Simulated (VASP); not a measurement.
Wanted: the native input for a VASP 6.6.1 run.

```yaml
Task: single point
Functional: PBE
Potentials_or_basis: VASP PAW PBE potentials, release 64 (Rh_pv)
Cutoff: 520 eV
k_mesh: 11 × 11 × 6
Occupations: fermi-dirac, width 0.05 eV
Spin: no spin polarisation
Dipole_correction: no
Further_INCAR_settings: ALGO = Normal; EDIFF = 1e-07; NBANDS = 22
```

The structure of Rh lies in POSCAR:

```
Rh
1.0
    2.7845412492      0.0000000000      0.0000000000
   -1.3922706246      2.4114834597      0.0000000000
    0.0000000000      0.0000000000      4.5153441684
Rh
2
Direct
    0.3333333333      0.6666666667      0.2500000000
    0.6666666667      0.3333333333      0.7500000000
```

These files were run (other wordings do the same):

INCAR

```
SYSTEM = Rh
  PREC = Accurate
  ENCUT = 520
  EDIFF = 1E-7
  ISMEAR = -1
  SIGMA = 0.05
  LREAL = .FALSE.
  LASPH = .TRUE.
  NELM = 100
  ALGO = Normal
  ISIF = 2
  LWAVE = .FALSE.
  LCHARG = .FALSE.
  GGA = PE
  NBANDS = 22
```

KPOINTS

```
Automatic mesh
0
G
  11 11 6
  0 0 0
```

Potentials or basis: VASP PAW PBE potentials, release 64 (Rh_pv).

Launch:

```sh
$ cat potpaw_PBE.64/Rh_pv/POTCAR > POTCAR
$ mpirun -np 1 vasp_std > vasp.out
```

It gave:

```json
{
  "Pressure": "-15.2 GPa",
  "Band gap on the k mesh": "zero (band 15 reaches 10.79 eV, above the bottom of band 16 at 8.79 eV)"
}
```

It took 22 s on 1 thread of Intel(R) Xeon(R) Platinum 8488C (Sapphire Rapids) (shared host), peak memory 0.17 GiB.
